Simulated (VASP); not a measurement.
# ZrN (Fm-3m) in VASP: notebook

The runs below take ZrN through electric field gradients, with PBE.

Program: VASP 6.6.1. These are calculated values, not measurements. Logs are shortened: lines on timing, memory, paths and dates and some standing lists are left out, and cuts for length are marked.

### 1 The cell of the first run

Symmetry: Fm-3m, No. 225, cubic system. The conventional cell has a = 4.538 Å, b = 4.538 Å, c = 4.538 Å, α = 90.00°, β = 90.00°, γ = 90.00°. Zr (site symmetry m-3m) has 6 N at 2.27 Å within 3.0 Å. N (site symmetry m-3m) has 6 Zr at 2.27 Å within 3.0 Å.

### 2 Electric field gradients, PBE (volume scaled by 0.98)

INCAR reads:

```
SYSTEM = ZrN
PREC     = Accurate       ! precision mode
ENCUT    = 520            ! plane-wave cutoff, eV
EDIFF    = 1E-8           ! SCF threshold, eV
ISMEAR   = -1             ! smearing method
SIGMA    = 0.01           ! smearing width, eV
LREAL    = .False.        ! projectors in reciprocal space
LASPH    = .True.         ! aspherical terms in the spheres
NELM     = 120            ! most SCF steps
ALGO     = Normal         ! electronic algorithm
ISIF     = 2              ! what is computed and relaxed
LWAVE    = .False.        ! write WAVECAR
LCHARG   = .False.        ! write CHGCAR
GGA      = PE             ! functional
LEFG     = .True.       
NBANDS   = 16             ! bands
GGA_COMPAT= .False.
```

KPOINTS reads:

```
regular mesh
0
Gamma
  9 9 9
  0 0 0
```

POSCAR reads:

```
ZrN
1.0
    0.0000000000      2.2688991354      2.2688991354
    2.2688991354      0.0000000000      2.2688991354
    2.2688991354      2.2688991354      0.0000000000
Zr N
1 1
Direct
    0.0000000000      0.0000000000      0.0000000000
    0.5000000000      0.5000000000      0.5000000000
```

Potentials or basis: VASP PAW PBE potentials, release 64 (Zr_sv, N).

Run with:

```console
$ cat potpaw_PBE.64/Zr_sv/POTCAR potpaw_PBE.64/N/POTCAR > POTCAR
$ mpirun -np 1 vasp_std > vasp.out
```

OUTCAR:

```text
SYSTEM = ZrN
   PREC = Accurate
   ENCUT = 520
   EDIFF = 1E-8
   ISMEAR = -1
   LREAL = .False.
   LASPH = .True.
   NELM = 120
   ISIF = 2
   GGA = PE

 ion  position               nearest neighbor table
   1  0.000  0.000  0.000-   2 2.27   2 2.27   2 2.27   2 2.27   2 2.27   2 2.27
   2  0.500  0.500  0.500-   1 2.27   1 2.27   1 2.27   1 2.27   1 2.27   1 2.27

  LATTYP: Found a face centered cubic cell.
 ALAT       =     4.5377982708

  Lattice vectors:

 A1 = (   0.0000000000,   2.2688991354,   2.2688991354)
 A2 = (   2.2688991354,   0.0000000000,   2.2688991354)
 A3 = (   2.2688991354,   2.2688991354,   0.0000000000)

Analysis of symmetry for initial positions (statically):
=====================================================================
 Subroutine PRICEL returns:
 Original cell was already a primitive cell.

 Routine SETGRP: Setting up the symmetry group for a
 face centered cubic supercell.

 Subroutine GETGRP returns: Found 48 space group operations
 (whereof 48 operations were pure point group operations)
 out of a pool of 48 trial point group operations.

The static configuration has the point symmetry O_h .

Analysis of symmetry for dynamics (positions and initial velocities):
=====================================================================
 Subroutine PRICEL returns:
 Original cell was already a primitive cell.

 Routine SETGRP: Setting up the symmetry group for a
 face centered cubic supercell.

 Subroutine GETGRP returns: Found 48 space group operations
 (whereof 48 operations were pure point group operations)
 out of a pool of 48 trial point group operations.

The dynamic configuration has the point symmetry O_h .

 Subroutine INISYM returns: Found 48 space group operations
 (whereof 48 operations are pure point group operations),
 and found     1 'primitive' translations

----------------------------------------------------------------------------------------

                                     Primitive cell

  volume of cell :      23.3601

  direct lattice vectors                    reciprocal lattice vectors
     0.000000000  2.268899135  2.268899135    -0.220371189  0.220371189  0.220371189
     2.268899135  0.000000000  2.268899135     0.220371189 -0.220371189  0.220371189
     2.268899135  2.268899135  0.000000000     0.220371189  0.220371189 -0.220371189

  length of vectors
     3.208707929  3.208707929  3.208707929     0.381694096  0.381694096  0.381694096

  position of ions in fractional coordinates (direct lattice)
     0.000000000  0.000000000  0.000000000
     0.500000000  0.500000000  0.500000000

  ion indices of the primitive-cell ions
   primitive index   ion index
                 1           1
                 2           2

----------------------------------------------------------------------------------------

 KPOINTS: regular mesh

Automatic generation of k-mesh.
 Grid dimensions read from file:
 generate k-points for:    9    9    9

 Generating k-lattice:

  Cartesian coordinates                     Fractional coordinates (reciprocal lattice)
    -0.024485688  0.024485688  0.024485688     0.111111111  0.000000000  0.000000000
     0.024485688 -0.024485688  0.024485688     0.000000000  0.111111111  0.000000000
     0.024485688  0.024485688 -0.024485688     0.000000000  0.000000000  0.111111111

  Length of vectors
     0.042410455  0.042410455  0.042410455

  Shift w.r.t. Gamma in fractional coordinates (k-lattice)
     0.000000000  0.000000000  0.000000000

 Subroutine IBZKPT returns following result:
 ===========================================

 Found     35 irreducible k-points:

 Following reciprocal coordinates:
            Coordinates               Weight
  0.000000  0.000000  0.000000      1.000000
  0.111111  0.000000  0.000000      8.000000
  0.222222  0.000000  0.000000      8.000000
  0.333333  0.000000  0.000000      8.000000
  0.444444  0.000000  0.000000      8.000000
  0.111111  0.111111  0.000000      6.000000
[... 16 lines left out ...]
 -0.333333  0.333333  0.000000     12.000000
  0.444444  0.444444  0.000000      6.000000
 [... further k-points ...]
   k-points           NKPTS =     35   k-points in BZ     NKDIM =     35   number of bands    NBANDS=     16
   number of dos      NEDOS =    301   number of ions     NIONS =      2
   total plane-waves  NPLWV =  13824
   dimension x,y,z NGX =    24 NGY =   24 NGZ =   24
   dimension x,y,z NGXF=    48 NGYF=   48 NGZF=   48
   ions per type =               1   1
   NGX,Y,Z   is equivalent  to a cutoff of  12.43, 12.43, 12.43 a.u.
   NGXF,Y,Z  is equivalent  to a cutoff of  24.87, 24.87, 24.87 a.u.
 SYSTEM =  ZrN
   PREC   = accura    normal or accurate (medium, high low for compatibility)
   ISTART =      0    job   : 0-new  1-cont  2-samecut
   ICHARG =      2    charge: 1-file 2-atom 10-const
   ISPIN  =      1    spin polarized calculation?
   LNONCOLLINEAR =      F non collinear calculations
   LSORBIT =      F    spin-orbit coupling
   LASPH  =      T    aspherical Exc in radial PAW
   ENCUT  =  520.0 eV  38.22 Ry    6.18 a.u.   5.97  5.97  5.97*2*pi/ulx,y,z
   NELM   =    120;   NELMIN=  2; NELMDL= -5     # of ELM steps
   EDIFF  = 0.1E-07   stopping-criterion for ELM
   LREAL  =      F    real-space projection
   EDIFFG = 0.1E-06   stopping-criterion for IOM
   NSW    =      0    number of steps for IOM
   IBRION =     -1    ionic relax: 0-MD 1-quasi-New 2-CG
   NFREE  =      0    steps in history (QN), initial steepest desc. (CG)
   ISIF   =      2    stress and relaxation
   ISYM   =      2    0-nonsym 1-usesym 2-fastsym
   POTIM  = 0.5000    time-step for ionic-motion
   TEBEG  =    0.0;   TEEND  =   0.0 temperature during run
   PSTRESS=    0.0 pullay stress
   NELECT =      17.0000    total number of electrons
   NUPDOWN=      -1.0000    fix difference up-down
   EMIN   =  10.00;   EMAX   =-10.00  energy-range for DOS
   EFERMI =   0.00;   METHOD = LEGACY
   ISMEAR =    -1;   SIGMA  =   0.01  broadening in eV -4-tet -1-fermi 0-gaus
   EFERMI_NEDOS =   21; number of points for ismear=-14 and -15
   IALGO  =     38    algorithm
   IMIX   =      4    mixing-type and parameters
     AMIX     =   0.40;   BMIX     =  1.00
     AMIX_MAG =   1.60;   BMIX_MAG =  1.00
  volume/ion in A,a.u.               =      11.68        78.82
  Fermi-wavevector in a.u.,A,eV,Ry     =   1.472536  2.782690 29.502364  2.168363
  Thomas-Fermi vector in A             =   2.587539
   LORBIT       =      0    0 simple, 1 ext, 2 COOP (PROOUT), +10 PAW based schemes
   GGA     = PE    functional components
   LHFCALC =     F    Hartree Fock is set to
   AEXX    =    0.0000 exact exchange contribution
   IVDW    =     0    specifies the selected vdW correction
   LEPSILON=     F    determine dielectric tensor
   LRPA    =     F    only Hartree local field effects (RPA)
 non-spin polarized calculation
  energy-cutoff  :      520.00
  volume of cell :       23.36
 maximum number of plane-waves:       638
   NGX = 11   NGY = 11   NGZ = 11

 number of electron      17.0000000 magnetization

 Free energy of the ion-electron system (eV)
  ---------------------------------------------------
  ext. energy  EPLUGINS =         0.00000000
  ---------------------------------------------------
  free energy    TOTEN  =       -20.34374863 eV

  energy without entropy =      -20.34275107  energy(sigma->0) =      -20.34324985

 E-fermi :  12.3475     XC(G=0): -12.6675

 val. band max:       12.3281405287   @ k =   0.1111   0.0000   0.0000
 cond. band min:      12.3548429665   @ k =   0.4444   0.2222   0.1111
 fundamental gap:      0.0267024378
 Fermi energy:        12.3474686236

 k-point     1 :       0.0000    0.0000    0.0000
  band No.  band energies     occupation
      1     -37.1322      2.00000
      2     -14.7198      2.00000
      3     -14.7198      2.00000
      4     -14.7198      2.00000
      5      -4.0350      2.00000
      6       9.6690      2.00000
[... 8 lines left out ...]
     15      21.5935      0.00000
     16      35.4496      0.00000

 k-point     2 :       0.1111    0.0000    0.0000
  band No.  band energies     occupation
      1     -37.1135      2.00000
      2     -14.8898      2.00000
      3     -14.7321      2.00000
      4     -14.7321      2.00000
      5      -3.7706      2.00000
      6       8.7160      2.00000
[... 8 lines left out ...]
     15      22.4389      0.00000
     16      33.0796      0.00000
[... 387 lines left out ...]
      5      -2.6122      2.00000
      6       6.1181      2.00000
[... 8 lines left out ...]
     15      23.8871      0.00000
     16      24.2817      0.00000

 k-point    24 :       0.4444    0.4444    0.0000
  band No.  band energies     occupation
      1     -36.9244      2.00000
      2     -15.7245      2.00000
      3     -15.1039      2.00000
      4     -15.1039      2.00000
      5      -3.4789      2.00000
      6       7.6176      2.00000
[... 8 lines left out ...]
     15      23.2768      0.00000
     16      28.4521      0.00000

 [... further k-points ...]
[... 5 lines left out ...]
  --------------------------------------------------------------------------------------
  -------------------------------------------------------------------------------------
  Total        1.5131842      1.5131842      1.5131842      0.0000000     -0.0000000      0.0000000
  in kB      103.7831432    103.7831432    103.7831432      0.0000000     -0.0000000      0.0000000
  external PRESSURE =     103.7831432 kB  Pullay stress =       0.0000000 kB

 VOLUME and BASIS-vectors are now :
 -----------------------------------------------------------------------------
  energy-cutoff  :      520.00
  volume of cell :       23.36
      direct lattice vectors                 reciprocal lattice vectors
     0.000000000  2.268899135  2.268899135    -0.220371189  0.220371189  0.220371189
     2.268899135  0.000000000  2.268899135     0.220371189 -0.220371189  0.220371189
     2.268899135  2.268899135  0.000000000     0.220371189  0.220371189 -0.220371189

 POSITION                                       TOTAL-FORCE (eV/Angst)
 -----------------------------------------------------------------------------------
      0.00000      0.00000      0.00000         0.000000     -0.000000      0.000000
      2.26890      2.26890      2.26890        -0.000000      0.000000     -0.000000
 -----------------------------------------------------------------------------------
    total drift:                                0.000000     -0.000000     -0.000000

  FREE ENERGIE OF THE ION-ELECTRON SYSTEM (eV)
  ---------------------------------------------------
  free  energy   TOTEN  =       -20.3437486265 eV

  energy  without entropy=      -20.3427510722  energy(sigma->0) =      -20.34324985

 Electric field gradients (V/A^2)
---------------------------------------------------------------------
 ion       V_xx      V_yy      V_zz      V_xy      V_xz      V_yz
---------------------------------------------------------------------
   1       0.000     0.000     0.000    -0.000    -0.000    -0.000
   2       0.000    -0.000    -0.000     0.001     0.001     0.001
---------------------------------------------------------------------

 Electric field gradients after diagonalization (V/A^2)
 (convention: |V_zz| > |V_xx| > |V_yy|)
----------------------------------------------------------------------
 ion       V_xx      V_yy      V_zz     asymmetry (V_yy - V_xx)/ V_zz
----------------------------------------------------------------------
   1       0.000     0.000    -0.000       0.000
   2      -0.001    -0.001     0.002       0.000
----------------------------------------------------------------------

           NMR quadrupolar parameters

 Cq : quadrupolar parameter    Cq=e*Q*V_zz/h
 eta: asymmetry parameters     (V_yy - V_xx)/ V_zz
 Q  : nuclear electric quadrupole moment in mb (millibarn)
----------------------------------------------------------------------
 ion       Cq(MHz)       eta       Q (mb)
----------------------------------------------------------------------
   1      -0.000       0.000       1.000
   2       0.000       0.000       1.000
----------------------------------------------------------------------
```

It took 7.5 s on 1 thread of Intel Xeon 6975P-C (Granite Rapids), shared host; peak memory 0.14 GiB.

What came out:

```yaml
Free_energy: -20.3437 eV
Pressure: 10.4 GPa
```

Caveat: without QUAD_EFG the Cq values of the log hold for a quadrupole moment of 1 mb, not for the nuclei.

### 3 Electric field gradients, PBE (volume scaled by 0.98)

INCAR reads:

```
  ALGO = Normal
  EDIFF = 1E-8
  ENCUT = 520
  GGA = PE
  GGA_COMPAT = F
  ISIF = 2
  ISMEAR = -1
  LASPH = T
  LCHARG = F
  LEFG = T
  LREAL = F
  LWAVE = F
  NBANDS = 16
  NELM = 120
  PREC = Accurate
  SIGMA = 0.01
```

KPOINTS reads:

```
k-points
0
Gamma
  9 9 9
```

POSCAR is that of step 2.

Potentials or basis: VASP PAW PBE potentials, release 64 (Zr_sv, N).

Run with:

```console
$ cat potpaw_PBE.64/Zr_sv/POTCAR potpaw_PBE.64/N/POTCAR > POTCAR
$ mpirun -np 1 vasp_std > vasp.out
```

OUTCAR:

```text
EDIFF = 1E-8
   ENCUT = 520
   GGA = PE
   ISIF = 2
   ISMEAR = -1
   LASPH = T
   LREAL = F
   NELM = 120
   PREC = Accurate

 ion  position               nearest neighbor table
   1  0.000  0.000  0.000-   2 2.27   2 2.27   2 2.27   2 2.27   2 2.27   2 2.27
   2  0.500  0.500  0.500-   1 2.27   1 2.27   1 2.27   1 2.27   1 2.27   1 2.27

  LATTYP: Found a face centered cubic cell.
 ALAT       =     4.5377982708

  Lattice vectors:

 A1 = (   0.0000000000,   2.2688991354,   2.2688991354)
 A2 = (   2.2688991354,   0.0000000000,   2.2688991354)
[... 667 lines left out ...]
  ---------------------------------------------------
  free  energy   TOTEN  =       -20.3437486265 eV

  energy  without entropy=      -20.3427510722  energy(sigma->0) =      -20.34324985

 Electric field gradients (V/A^2)
---------------------------------------------------------------------
 ion       V_xx      V_yy      V_zz      V_xy      V_xz      V_yz
---------------------------------------------------------------------
   1       0.000     0.000     0.000    -0.000    -0.000    -0.000
   2       0.000    -0.000    -0.000     0.001     0.001     0.001
---------------------------------------------------------------------

 Electric field gradients after diagonalization (V/A^2)
 (convention: |V_zz| > |V_xx| > |V_yy|)
----------------------------------------------------------------------
 ion       V_xx      V_yy      V_zz     asymmetry (V_yy - V_xx)/ V_zz
----------------------------------------------------------------------
   1       0.000     0.000    -0.000       0.000
   2      -0.001    -0.001     0.002       0.000
----------------------------------------------------------------------

           NMR quadrupolar parameters

 Cq : quadrupolar parameter    Cq=e*Q*V_zz/h
 eta: asymmetry parameters     (V_yy - V_xx)/ V_zz
 Q  : nuclear electric quadrupole moment in mb (millibarn)
----------------------------------------------------------------------
 ion       Cq(MHz)       eta       Q (mb)
----------------------------------------------------------------------
   1      -0.000       0.000       1.000
   2       0.000       0.000       1.000
----------------------------------------------------------------------
```

stdout:

```text
POSCAR found type information on POSCAR ZrN
 POSCAR found :  2 types and       2 ions
 scaLAPACK will be used
 LDA part: xc-table for (Slater+PW92), standard interpolation
 POSCAR, INCAR and KPOINTS ok, starting setup
 FFT: planning ... GRIDC
 FFT: planning ... GRID_SOFT
 FFT: planning ... GRID
 WAVECAR not read
 entering main loop
ion   1

ion   2
```

Wall time 7.6 s (1 thread of Intel Xeon 6975P-C (Granite Rapids), shared host); peak memory 0.14 GiB.

Results:

* Free energy: -20.3437 eV
* Pressure: 10.4 GPa

Caveat: without QUAD_EFG the Cq values of the log hold for a quadrupole moment of 1 mb, not for the nuclei.

(Part 1 of 2 ends here.)
